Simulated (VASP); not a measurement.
# CdSe (F-43m) in VASP: single point with PBEsol

Aim: the single point of CdSe with PBEsol.

Everything below comes from runs of VASP 6.6.1. Logs are shortened: lines on timing, memory, paths and dates and some standing lists are left out, and cuts for length are marked.

**1. The cell of the first run**

Symmetry: F-43m, No. 216, cubic system. Conventional cell: a = 6.141 Å, b = 6.141 Å, c = 6.141 Å, α = 90.00°, β = 90.00°, γ = 90.00°. Cd (site symmetry -43m) has 4 Se at 2.66 Å within 3.5 Å. Se (site symmetry -43m) has 4 Cd at 2.66 Å within 3.5 Å.

**2. Single point, PBEsol**

INCAR reads:

```
ALGO = Normal
EDIFF = 1E-6
ENCUT = 500
GGA = PS
GGA_COMPAT = False
ISIF = 2
ISMEAR = 0
LASPH = True
LCHARG = False
LREAL = False
LWAVE = False
NBANDS = 16
NELM = 120
PREC = Accurate
SIGMA = 0.01
```

KPOINTS reads:

```
k-points
0
Gamma
  4 4 4
```

POSCAR reads:

```
CdSe
1.0
    0.0000000000      3.0702710000      3.0702710000
    3.0702710000      0.0000000000      3.0702710000
    3.0702710000      3.0702710000      0.0000000000
Cd Se
1 1
Direct
    0.0000000000      0.0000000000      0.0000000000
    0.7500000000      0.7500000000      0.7500000000
```

Potentials or basis: VASP PAW PBE potentials, release 64 (Cd, Se).

Run with:

```
cat potpaw_PBE.64/Cd/POTCAR potpaw_PBE.64/Se/POTCAR > POTCAR
mpirun -np 1 vasp_std > vasp.out
```

OUTCAR:

```text
EDIFF = 1E-6
   ENCUT = 500
   GGA = PS
   ISIF = 2
   ISMEAR = 0
   LASPH = True
   LREAL = False
   NELM = 120
   PREC = Accurate

 ion  position               nearest neighbor table
   1  0.000  0.000  0.000-   2 2.66   2 2.66   2 2.66   2 2.66
   2  0.750  0.750  0.750-   1 2.66   1 2.66   1 2.66   1 2.66

  LATTYP: Found a face centered cubic cell.
 ALAT       =     6.1405420000

  Lattice vectors:

 A1 = (   0.0000000000,   3.0702710000,   3.0702710000)
 A2 = (   3.0702710000,   0.0000000000,   3.0702710000)
 A3 = (   3.0702710000,   3.0702710000,   0.0000000000)

Analysis of symmetry for initial positions (statically):
=====================================================================
 Subroutine PRICEL returns:
 Original cell was already a primitive cell.

 Routine SETGRP: Setting up the symmetry group for a
 face centered cubic supercell.

 Subroutine GETGRP returns: Found 24 space group operations
 (whereof 24 operations were pure point group operations)
 out of a pool of 48 trial point group operations.

The static configuration has the point symmetry T_d .

Analysis of symmetry for dynamics (positions and initial velocities):
=====================================================================
 Subroutine PRICEL returns:
 Original cell was already a primitive cell.

 Routine SETGRP: Setting up the symmetry group for a
 face centered cubic supercell.

 Subroutine GETGRP returns: Found 24 space group operations
 (whereof 24 operations were pure point group operations)
 out of a pool of 48 trial point group operations.

The dynamic configuration has the point symmetry T_d .

 Subroutine INISYM returns: Found 24 space group operations
 (whereof 24 operations are pure point group operations),
 and found     1 'primitive' translations

----------------------------------------------------------------------------------------

                                     Primitive cell

  volume of cell :      57.8842

  direct lattice vectors                    reciprocal lattice vectors
     0.000000000  3.070271000  3.070271000    -0.162852074  0.162852074  0.162852074
     3.070271000  0.000000000  3.070271000     0.162852074 -0.162852074  0.162852074
     3.070271000  3.070271000  0.000000000     0.162852074  0.162852074 -0.162852074

  length of vectors
     4.342018888  4.342018888  4.342018888     0.282068066  0.282068066  0.282068066

  position of ions in fractional coordinates (direct lattice)
     0.000000000  0.000000000  0.000000000
[... 60 lines left out ...]
   NELM   =    120;   NELMIN=  2; NELMDL= -5     # of ELM steps
   EDIFF  = 0.1E-05   stopping-criterion for ELM
   LREAL  =      F    real-space projection
   EDIFFG = 0.1E-04   stopping-criterion for IOM
   NSW    =      0    number of steps for IOM
   IBRION =     -1    ionic relax: 0-MD 1-quasi-New 2-CG
   NFREE  =      0    steps in history (QN), initial steepest desc. (CG)
   ISIF   =      2    stress and relaxation
   ISYM   =      2    0-nonsym 1-usesym 2-fastsym
   POTIM  = 0.5000    time-step for ionic-motion
   TEBEG  =    0.0;   TEEND  =   0.0 temperature during run
   PSTRESS=    0.0 pullay stress
   NELECT =      18.0000    total number of electrons
   NUPDOWN=      -1.0000    fix difference up-down
   EMIN   =  10.00;   EMAX   =-10.00  energy-range for DOS
   EFERMI =   0.00;   METHOD = LEGACY
   ISMEAR =     0;   SIGMA  =   0.01  broadening in eV -4-tet -1-fermi 0-gaus
   EFERMI_NEDOS =   21; number of points for ismear=-14 and -15
   IALGO  =     38    algorithm
   IMIX   =      4    mixing-type and parameters
     AMIX     =   0.40;   BMIX     =  1.00
     AMIX_MAG =   1.60;   BMIX_MAG =  1.00
  volume/ion in A,a.u.               =      28.94       195.31
  Fermi-wavevector in a.u.,A,eV,Ry     =   1.109121  2.095935 16.737201  1.230150
  Thomas-Fermi vector in A             =   2.245657
   LORBIT       =      0    0 simple, 1 ext, 2 COOP (PROOUT), +10 PAW based schemes
   GGA     = PS    functional components
   LHFCALC =     F    Hartree Fock is set to
   AEXX    =    0.0000 exact exchange contribution
   IVDW    =     0    specifies the selected vdW correction
   LEPSILON=     F    determine dielectric tensor
   LRPA    =     F    only Hartree local field effects (RPA)
 non-spin polarized calculation
 Gauss-broadening in eV      SIGMA  =   0.01
  energy-cutoff  :      500.00
  volume of cell :       57.88
 maximum number of plane-waves:      1480
   NGX = 15   NGY = 15   NGZ = 15

 number of electron      18.0000008 magnetization

 Free energy of the ion-electron system (eV)
  ---------------------------------------------------
  ext. energy  EPLUGINS =         0.00000000
  ---------------------------------------------------
  free energy    TOTEN  =        -6.12189756 eV

  energy without entropy =       -6.12189756  energy(sigma->0) =       -6.12189756

 E-fermi :   0.6787     XC(G=0):  -8.9573

 val. band max:        0.6195821574   @ k =   0.0000   0.0000   0.0000
 cond. band min:       1.0287143230   @ k =   0.0000   0.0000   0.0000
 fundamental gap:      0.4091321656
 Fermi energy:         0.6786963961

 k-point     1 :       0.0000    0.0000    0.0000
  band No.  band energies     occupation
      1     -11.8410      2.00000
      2      -7.2293      2.00000
      3      -7.2293      2.00000
      4      -7.2293      2.00000
      5      -6.8812      2.00000
      6      -6.8812      2.00000
[... 129 lines left out ...]
      3      -7.0513      2.00000
      4      -6.9133      2.00000
      5      -6.8764      2.00000
      6      -6.4295      2.00000
[... 8 lines left out ...]
     15      13.0338      0.00000
     16      13.5085      0.00000

------------------------ aborting loop because EDIFF is reached ----------------------------------------

  FORCE on cell =-STRESS in cart. coord.  units (eV):
  Direction    XX          YY          ZZ          XY          YZ          ZX
  --------------------------------------------------------------------------------------
  -------------------------------------------------------------------------------------
  Total       -0.3336180     -0.3336180     -0.3336180      0.0000000      0.0000000      0.0000000
  in kB       -9.2342149     -9.2342149     -9.2342149      0.0000000      0.0000000      0.0000000
  external PRESSURE =      -9.2342149 kB  Pullay stress =       0.0000000 kB

 VOLUME and BASIS-vectors are now :
 -----------------------------------------------------------------------------
  energy-cutoff  :      500.00
  volume of cell :       57.88
      direct lattice vectors                 reciprocal lattice vectors
     0.000000000  3.070271000  3.070271000    -0.162852074  0.162852074  0.162852074
     3.070271000  0.000000000  3.070271000     0.162852074 -0.162852074  0.162852074
     3.070271000  3.070271000  0.000000000     0.162852074  0.162852074 -0.162852074

 POSITION                                       TOTAL-FORCE (eV/Angst)
 -----------------------------------------------------------------------------------
      0.00000      0.00000      0.00000         0.000000      0.000000      0.000000
      4.60541      4.60541      4.60541        -0.000000     -0.000000     -0.000000
 -----------------------------------------------------------------------------------
    total drift:                               -0.000000     -0.000000     -0.000000

  FREE ENERGIE OF THE ION-ELECTRON SYSTEM (eV)
  ---------------------------------------------------
  free  energy   TOTEN  =        -6.1218975563 eV

  energy  without entropy=       -6.1218975563  energy(sigma->0) =       -6.12189756
```

Wall time 12 s (1 thread of AMD EPYC 7R13, shared host); peak memory 0.14 GiB.

Results:

- Free energy: -6.1219 eV
- Pressure: -0.9 GPa
- Band gap on the k mesh: 0.41 eV, direct

Levels at points of the mesh, in eV from the valence-band top:
```
           k point  band 5  band 6  band 7  band 8  band 9  band 10  band 11  band 12  band 13  band 14
(0.00, 0.00, 0.00)   -7.50   -7.50    0.00    0.00    0.00     0.41     5.83     5.83     5.83     9.47
(0.50, 0.00, 0.00)   -7.48   -7.23   -4.30   -0.72   -0.72     2.23     6.33     6.33     7.19     9.78
(0.50, 0.50, 0.00)   -7.45   -7.17   -4.01   -1.79   -1.79     3.03     3.63     8.84     9.94     9.94
```

Caveat: the k points lie up to 0.44 Å⁻¹ apart; the PAW data sets were made with another functional, which shifts forces and pressure a little.
